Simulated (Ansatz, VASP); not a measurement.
## BeAu2S2 in VASP and in Ansatz

```xyz
5
Lattice="4.1941 0.0000 0.0000 0.0000 4.1941 0.0000 0.0000 0.0000 7.0884" Properties=species:S:1:pos:R:3 pbc="T T T"
Be    0.0000    0.0000    3.5442
S     0.0000    0.0000    5.4367
S     0.0000    0.0000    1.6517
Au    2.0970    0.0000    0.0000
Au    0.0000    2.0970    0.0000
```

Alike in both runs: functional PBE; k mesh 6 × 6 × 4; occupations gaussian, width 0.1 eV; no spin polarisation.

Ansatz relaxed the structure, and its values are those at the end. VASP's run is a single point on that final structure, the one shown.

```csv
,VASP,Ansatz
version,VASP 6.6.1,Ansatz 0.2.0
potentials or method,"VASP PAW PBE potentials, release 64 (Be, S, Au), cutoff 520 eV","scalar-relativistic, plane waves, PAW"
valence electrons in the cell,36,52
```

```csv
,VASP,Ansatz,Ansatz less VASP
gap on the k mesh at the Fermi level (eV),none,none,-
pressure (GPa),0.1,0.2,+0.10
rms of the force components (eV/Å),0.004,0.005,+0.0012
```

A gap of «none» marks a metal or a gap that the smearing closes. The functional is the same, so the differences come from potentials, cutoffs and numerics. VASP's potentials hold 36 valence electrons a cell and Ansatz's 52, so a difference there can come from the potentials and not from the codes.

Spin-orbit coupling is off throughout.
